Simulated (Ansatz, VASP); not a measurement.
# Si in VASP and in Ansatz

The input INCAR:

```
SYSTEM = Si
ALGO = Normal
EDIFF = 1E-6
ENCUT = 520
ISIF = 2
ISMEAR = 0
LASPH = .True.
LCHARG = .False.
LREAL = .False.
LWAVE = .False.
NBANDS = 16
NELM = 60
PREC = Accurate
SIGMA = 0.03
```

File KPOINTS:

```
k-points
0
Gamma
  12 12 6
  0 0 0
```

File POSCAR:

```
Si
1.0
    3.8016851185      0.0000000000      0.0000000000
   -1.9008425593      3.2923558898      0.0000000000
    0.0000000000      0.0000000000      6.2886938331
Si
4
Direct
    0.3333333333      0.6666666667      0.0821179099
    0.6666666667      0.3333333333      0.5821179099
    0.3333333333      0.6666666667      0.4178820901
    0.6666666667      0.3333333333      0.9178820901
```

Input for Ansatz:

```yaml
crystal:
  lattice:
    - [3.8016851185, 0.0, 0.0]
    - [-1.9008425593, 3.2923558898, 0.0]
    - [0.0, 0.0, 6.2886938331]
  atoms:
    - { symbol: Si, position: [0.3333333333, 0.6666666667, 0.0821179099] }
    - { symbol: Si, position: [0.6666666667, 0.3333333333, 0.5821179099] }
    - { symbol: Si, position: [0.3333333333, 0.6666666667, 0.4178820901] }
    - { symbol: Si, position: [0.6666666667, 0.3333333333, 0.9178820901] }
basis:
  ecutwfc: 420
kpoints:
  mp_grid: { grid: [12, 12, 6] }
hamiltonian:
  xc: lda
  pseudopotentials: { kind: paw, azcp: { folder: soft_1 } }
scf:
  occupations: { method: gaussian, width: 0.03 }
output:
  forces: true
  stress: true
  eigenvalues: true
```

Alike in both runs: task single point; functional LDA; k mesh 12 × 12 × 6; occupations gaussian, width 0.03 eV; no spin polarisation.

```csv
,VASP,Ansatz
version,VASP 6.6.1,Ansatz 0.2.0
potentials or method,"VASP PAW LDA potentials, release 64 (Si), cutoff 520 eV","scalar-relativistic, plane waves, PAW"
valence electrons in the cell,16,16
```

```csv
,VASP,Ansatz,Ansatz less VASP
gap on the k mesh at the Fermi level (eV),none,none,-
pressure (GPa),2.3,2.3,-0.03
"traceless stress, the component that is largest in VASP (GPa)",14.95,14.98,+0.025
rms of the force components (eV/Å),2.507,2.512,+0.0057
```

Ansatz warns that its potentials were made for another functional, while VASP's fit it. LDA's correlation is that of Perdew and Zunger in VASP and of Perdew and Wang (1992) in Ansatz. Atom by atom the forces differ by 0.006 eV/Å (rms over components). A gap of «none» marks a metal or a gap that the smearing closes.
